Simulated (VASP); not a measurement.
# CdS in VASP: notebook

The runs below take CdS through single point, relaxation of the atoms, relaxation of cell and atoms, with BLYP, RPBE+D4, PBEsol-based screened hybrid with 25 % exact exchange.

Everything below comes from runs of VASP 6.6.1. Logs are shortened: lines on timing, memory, paths and dates and some standing lists are left out, and cuts for length are marked.

### Step 1. The cell of the first run

The structure is cubic, space group Fm-3m (No. 225). Conventional cell: a = 5.615 Å, b = 5.615 Å, c = 5.615 Å, α = 90.00°, β = 90.00°, γ = 90.00°. Cd (site symmetry m-3m) has 6 S at 2.81 Å within 3.7 Å. Within 3.7 Å of S (site symmetry m-3m) lie 6 Cd at 2.81 Å.

### Step 2. Single point, BLYP

INCAR reads:

```
SYSTEM = CdS
PREC = Accurate
ENCUT = 630
EDIFF = 1E-6
ISMEAR = -1
SIGMA = 0.05
LREAL = .FALSE.
LASPH = .TRUE.
NELM = 120
ALGO = Normal
ISIF = 2
LWAVE = .FALSE.
LCHARG = .FALSE.
GGA = B5
ALDAX = 1.0
AGGAX = 1.0
AGGAC = 1.0
ALDAC = 0.0
NBANDS = 20
GGA_COMPAT = .FALSE.
```

KPOINTS reads:

```
regular mesh
0
G
  8 8 8
  0 0 0
```

POSCAR reads:

```
CdS
1.0
    0.0000000000      2.8075225447      2.8075225447
    2.8075225447      0.0000000000      2.8075225447
    2.8075225447      2.8075225447      0.0000000000
Cd S
1 1
Direct
    0.0000000000      0.0000000000      0.0000000000
    0.5000000000      0.5000000000      0.5000000000
```

Potentials or basis: VASP PAW PBE potentials, release 64 (Cd_sv_GW, S).

On the command line:

```console
$ cat potpaw_PBE.64/Cd_sv_GW/POTCAR potpaw_PBE.64/S/POTCAR > POTCAR
$ mpirun -np 1 vasp_std > vasp.out
```

OUTCAR:

```text
SYSTEM = CdS
   PREC = Accurate
   ENCUT = 630
   EDIFF = 1E-6
   ISMEAR = -1
   LREAL = .FALSE.
   LASPH = .TRUE.
   NELM = 120
   ISIF = 2
   GGA = B5

 ion  position               nearest neighbor table
   1  0.000  0.000  0.000-
   2  0.500  0.500  0.500-

  LATTYP: Found a face centered cubic cell.
 ALAT       =     5.6150450894

  Lattice vectors:

 A1 = (   0.0000000000,   2.8075225447,   2.8075225447)
 A2 = (   2.8075225447,   0.0000000000,   2.8075225447)
 A3 = (   2.8075225447,   2.8075225447,   0.0000000000)

Analysis of symmetry for initial positions (statically):
=====================================================================
 Subroutine PRICEL returns:
 Original cell was already a primitive cell.

 Routine SETGRP: Setting up the symmetry group for a
 face centered cubic supercell.

 Subroutine GETGRP returns: Found 48 space group operations
 (whereof 48 operations were pure point group operations)
 out of a pool of 48 trial point group operations.

The static configuration has the point symmetry O_h .

Analysis of symmetry for dynamics (positions and initial velocities):
=====================================================================
 Subroutine PRICEL returns:
 Original cell was already a primitive cell.

 Routine SETGRP: Setting up the symmetry group for a
 face centered cubic supercell.

 Subroutine GETGRP returns: Found 48 space group operations
 (whereof 48 operations were pure point group operations)
 out of a pool of 48 trial point group operations.

The dynamic configuration has the point symmetry O_h .

 Subroutine INISYM returns: Found 48 space group operations
 (whereof 48 operations are pure point group operations),
 and found     1 'primitive' translations

----------------------------------------------------------------------------------------

                                     Primitive cell

  volume of cell :      44.2588

  direct lattice vectors                    reciprocal lattice vectors
     0.000000000  2.807522545  2.807522545    -0.178092960  0.178092960  0.178092960
     2.807522545  0.000000000  2.807522545     0.178092960 -0.178092960  0.178092960
     2.807522545  2.807522545  0.000000000     0.178092960  0.178092960 -0.178092960

  length of vectors
     3.970436459  3.970436459  3.970436459     0.308466055  0.308466055  0.308466055

  position of ions in fractional coordinates (direct lattice)
     0.000000000  0.000000000  0.000000000
     0.500000000  0.500000000  0.500000000

  ion indices of the primitive-cell ions
   primitive index   ion index
                 1           1
                 2           2

----------------------------------------------------------------------------------------

 KPOINTS: regular mesh

Automatic generation of k-mesh.
 Grid dimensions read from file:
 generate k-points for:    8    8    8

 Generating k-lattice:

  Cartesian coordinates                     Fractional coordinates (reciprocal lattice)
    -0.022261620  0.022261620  0.022261620     0.125000000  0.000000000  0.000000000
     0.022261620 -0.022261620  0.022261620     0.000000000  0.125000000  0.000000000
     0.022261620  0.022261620 -0.022261620     0.000000000  0.000000000  0.125000000

  Length of vectors
     0.038558257  0.038558257  0.038558257

  Shift w.r.t. Gamma in fractional coordinates (k-lattice)
     0.000000000  0.000000000  0.000000000

 Subroutine IBZKPT returns following result:
 ===========================================

 Found     29 irreducible k-points:

 Following reciprocal coordinates:
            Coordinates               Weight
  0.000000  0.000000  0.000000      1.000000
  0.125000  0.000000  0.000000      8.000000
  0.250000  0.000000  0.000000      8.000000
  0.375000  0.000000  0.000000      8.000000
  0.500000  0.000000  0.000000      4.000000
  0.125000  0.125000  0.000000      6.000000
[... 16 lines left out ...]
  0.500000  0.250000  0.125000     48.000000
 -0.375000  0.250000  0.125000     24.000000
 [... further k-points ...]
   k-points           NKPTS =     29   k-points in BZ     NKDIM =     29   number of bands    NBANDS=     20
   number of dos      NEDOS =    301   number of ions     NIONS =      2
   total plane-waves  NPLWV =  46656
   dimension x,y,z NGX =    36 NGY =   36 NGZ =   36
   dimension x,y,z NGXF=    72 NGYF=   72 NGZF=   72
   ions per type =               1   1
   NGX,Y,Z   is equivalent  to a cutoff of  15.07, 15.07, 15.07 a.u.
   NGXF,Y,Z  is equivalent  to a cutoff of  30.15, 30.15, 30.15 a.u.
 SYSTEM =  CdS
   PREC   = accura    normal or accurate (medium, high low for compatibility)
   ISTART =      0    job   : 0-new  1-cont  2-samecut
   ICHARG =      2    charge: 1-file 2-atom 10-const
   ISPIN  =      1    spin polarized calculation?
   LNONCOLLINEAR =      F non collinear calculations
   LSORBIT =      F    spin-orbit coupling
   LASPH  =      T    aspherical Exc in radial PAW
   ENCUT  =  630.0 eV  46.30 Ry    6.80 a.u.   8.13  8.13  8.13*2*pi/ulx,y,z
   NELM   =    120;   NELMIN=  2; NELMDL= -5     # of ELM steps
   EDIFF  = 0.1E-05   stopping-criterion for ELM
   LREAL  =      F    real-space projection
   EDIFFG = 0.1E-04   stopping-criterion for IOM
   NSW    =      0    number of steps for IOM
   IBRION =     -1    ionic relax: 0-MD 1-quasi-New 2-CG
   NFREE  =      0    steps in history (QN), initial steepest desc. (CG)
   ISIF   =      2    stress and relaxation
   ISYM   =      2    0-nonsym 1-usesym 2-fastsym
   POTIM  = 0.5000    time-step for ionic-motion
   TEBEG  =    0.0;   TEEND  =   0.0 temperature during run
   PSTRESS=    0.0 pullay stress
   NELECT =      26.0000    total number of electrons
   NUPDOWN=      -1.0000    fix difference up-down
   EMIN   =  10.00;   EMAX   =-10.00  energy-range for DOS
   EFERMI =   0.00;   METHOD = LEGACY
   ISMEAR =    -1;   SIGMA  =   0.05  broadening in eV -4-tet -1-fermi 0-gaus
   EFERMI_NEDOS =   21; number of points for ismear=-14 and -15
   IALGO  =     38    algorithm
   IMIX   =      4    mixing-type and parameters
     AMIX     =   0.40;   BMIX     =  1.00
     AMIX_MAG =   1.60;   BMIX_MAG =  1.00
  volume/ion in A,a.u.               =      22.13       149.34
  Fermi-wavevector in a.u.,A,eV,Ry     =   1.371090  2.590985 25.577434  1.879888
  Thomas-Fermi vector in A             =   2.496818
   LORBIT       =      0    0 simple, 1 ext, 2 COOP (PROOUT), +10 PAW based schemes
   GGA     = B5    functional components
   LHFCALC =     F    Hartree Fock is set to
   AEXX    =    0.0000 exact exchange contribution
   IVDW    =     0    specifies the selected vdW correction
   LEPSILON=     F    determine dielectric tensor
   LRPA    =     F    only Hartree local field effects (RPA)
 non-spin polarized calculation
  energy-cutoff  :      630.00
  volume of cell :       44.26
 maximum number of plane-waves:      1639
 NGX is ok and might be reduce to    36
   NGX = 17   NGY = 17   NGZ = 17

 number of electron      26.0000000 magnetization

 Free energy of the ion-electron system (eV)
  ---------------------------------------------------
  ext. energy  EPLUGINS =         0.00000000
  ---------------------------------------------------
  free energy    TOTEN  =        -4.86545883 eV

  energy without entropy =       -4.86368545  energy(sigma->0) =       -4.86457214

 E-fermi :   4.4715     XC(G=0):  -9.5885

 val. band max:        4.3065393320   @ k =   0.5000   0.0000   0.0000
 cond. band min:       4.4743922679   @ k =   0.5000   0.5000   0.0000
 fundamental gap:      0.1678529358
 Fermi energy:         4.4715228112

 k-point     1 :       0.0000    0.0000    0.0000
  band No.  band energies     occupation
      1     -96.9130      2.00000
      2     -58.1870      2.00000
      3     -58.1870      2.00000
      4     -58.1870      2.00000
      5      -7.9454      2.00000
      6      -3.2695      2.00000
[... 12 lines left out ...]
     19      15.1446      0.00000
     20      15.1475      0.00000

 k-point     2 :       0.1250    0.0000    0.0000
  band No.  band energies     occupation
      1     -96.9130      2.00000
      2     -58.1871      2.00000
      3     -58.1870      2.00000
      4     -58.1870      2.00000
      5      -7.8325      2.00000
      6      -3.3032      2.00000
[... 12 lines left out ...]
     19      14.5012      0.00000
     20      15.1502      0.00000

 k-point     3 :       0.2500    0.0000    0.0000
  band No.  band energies     occupation
      1     -96.9130      2.00000
      2     -58.1875      2.00000
      3     -58.1870      2.00000
      4     -58.1870      2.00000
      5      -7.5338      2.00000
      6      -3.3854      2.00000
[... 12 lines left out ...]
     19      15.1648      0.00000
     20      15.1648      0.00000

 k-point     4 :       0.3750    0.0000    0.0000
  band No.  band energies     occupation
      1     -96.9130      2.00000
      2     -58.1879      2.00000
      3     -58.1871      2.00000
      4     -58.1871      2.00000
      5      -7.1852      2.00000
      6      -3.4648      2.00000
[... 12 lines left out ...]
     19      16.3342      0.00000
     20      16.3342      0.00000

 k-point     5 :       0.5000    0.0000    0.0000
  band No.  band energies     occupation
      1     -96.9130      2.00000
      2     -58.1880      2.00000
      3     -58.1871      2.00000
      4     -58.1871      2.00000
      5      -7.0200      2.00000
      6      -3.4969      2.00000
[... 12 lines left out ...]
     19      17.1485      0.00000
     20      17.1485      0.00000

 k-point     6 :       0.1250    0.1250    0.0000
  band No.  band energies     occupation
      1     -96.9130      2.00000
      2     -58.1871      2.00000
      3     -58.1870      2.00000
      4     -58.1870      2.00000
      5      -7.8010      2.00000
      6      -3.3380      2.00000
[... 12 lines left out ...]
     19      16.3947      0.00000
     20      16.3966      0.00000

 k-point     7 :       0.2500    0.1250    0.0000
  band No.  band energies     occupation
      1     -96.9130      2.00000
      2     -58.1874      2.00000
      3     -58.1871      2.00000
      4     -58.1871      2.00000
      5      -7.5820      2.00000
      6      -3.3907      2.00000
[... 12 lines left out ...]
     19      16.1726      0.00000
     20      16.4932      0.00000
[... 277 lines left out ...]
 k-point    20 :      -0.3750    0.3750    0.0000
  band No.  band energies     occupation
      1     -96.9130      2.00000
      2     -58.1878      2.00000
      3     -58.1876      2.00000
      4     -58.1873      2.00000
      5      -7.1117      2.00000
      6      -3.3402      2.00000
[... 12 lines left out ...]
     19      17.1794      0.00000
     20      19.4378      0.00000

 k-point    21 :       0.5000    0.5000    0.0000
  band No.  band energies     occupation
      1     -96.9130      2.00000
      2     -58.1880      2.00000
      3     -58.1874      2.00000
      4     -58.1874      2.00000
      5      -7.2202      2.00000
      6      -3.3837      2.00000
[... 12 lines left out ...]
     19      18.4635      0.00000
     20      18.8582      0.00000

 k-point    22 :       0.3750    0.2500    0.1250
  band No.  band energies     occupation
      1     -96.9130      2.00000
      2     -58.1876      2.00000
      3     -58.1873      2.00000
      4     -58.1871      2.00000
      5      -7.3756      2.00000
      6      -3.3848      2.00000
[... 12 lines left out ...]
     19      17.2956      0.00000
     20      17.8411      0.00000

 k-point    23 :       0.5000    0.2500    0.1250
  band No.  band energies     occupation
      1     -96.9130      2.00000
      2     -58.1878      2.00000
      3     -58.1874      2.00000
      4     -58.1872      2.00000
      5      -7.1548      2.00000
      6      -3.4040      2.00000
[... 12 lines left out ...]
     19      17.6501      0.00000
     20      18.1200      0.00000

 k-point    24 :      -0.3750    0.2500    0.1250
  band No.  band energies     occupation
      1     -96.9130      2.00000
      2     -58.1879      2.00000
      3     -58.1874      2.00000
      4     -58.1872      2.00000
      5      -7.0587      2.00000
      6      -3.4319      2.00000
[... 12 lines left out ...]
     19      16.3204      0.00000
     20      18.4271      0.00000

 [... further k-points ...]

------------------------ aborting loop because EDIFF is reached ----------------------------------------

  FORCE on cell =-STRESS in cart. coord.  units (eV):
  Direction    XX          YY          ZZ          XY          YZ          ZX
  --------------------------------------------------------------------------------------
  -------------------------------------------------------------------------------------
  Total       -0.0275863     -0.0275863     -0.0275863     -0.0000000      0.0000000     -0.0000000
  in kB       -0.9986295     -0.9986295     -0.9986295     -0.0000000      0.0000000     -0.0000000
  external PRESSURE =      -0.9986295 kB  Pullay stress =       0.0000000 kB

 VOLUME and BASIS-vectors are now :
 -----------------------------------------------------------------------------
  energy-cutoff  :      630.00
  volume of cell :       44.26
      direct lattice vectors                 reciprocal lattice vectors
     0.000000000  2.807522545  2.807522545    -0.178092960  0.178092960  0.178092960
     2.807522545  0.000000000  2.807522545     0.178092960 -0.178092960  0.178092960
     2.807522545  2.807522545  0.000000000     0.178092960  0.178092960 -0.178092960

 POSITION                                       TOTAL-FORCE (eV/Angst)
 -----------------------------------------------------------------------------------
      0.00000      0.00000      0.00000        -0.000000     -0.000000     -0.000000
      2.80752      2.80752      2.80752         0.000000      0.000000      0.000000
 -----------------------------------------------------------------------------------
    total drift:                               -0.000000      0.000000      0.000000

  FREE ENERGIE OF THE ION-ELECTRON SYSTEM (eV)
  ---------------------------------------------------
  free  energy   TOTEN  =        -4.8654588252 eV

  energy  without entropy=       -4.8636854489  energy(sigma->0) =       -4.86457214
```

Wall time 43 s (1 thread of AMD EPYC 7R13 (Zen 3), shared host); peak memory 0.2 GiB.

Results:

* Free energy: -4.8655 eV
* Pressure: -0.1 GPa
* Band gap on the k mesh: 0.17 eV (least direct gap 1.19 eV)

Levels at points of the mesh, in eV from the valence-band top:
```csv
k point,band 9,band 10,band 11,band 12,band 13,band 14,band 15,band 16,band 17,band 18
"(0.00, 0.00, 0.00)",-7.57,-7.57,-0.60,-0.60,-0.60,0.58,9.41,9.41,9.41,10.84
"(0.50, 0.00, 0.00)",-7.42,-7.42,-4.45,0.00,0.00,3.76,5.99,5.99,6.02,12.35
"(0.50, 0.50, 0.00)",-7.37,-6.82,-3.62,-1.80,-1.80,0.17,6.48,9.43,10.64,10.64
```

Caveat: semilocal functionals underestimate gaps, and a narrow one can read as zero; the PAW data sets were made with another functional, which shifts forces and pressure a little. A k mesh can miss the band edges.

[end of part 1 of 2]
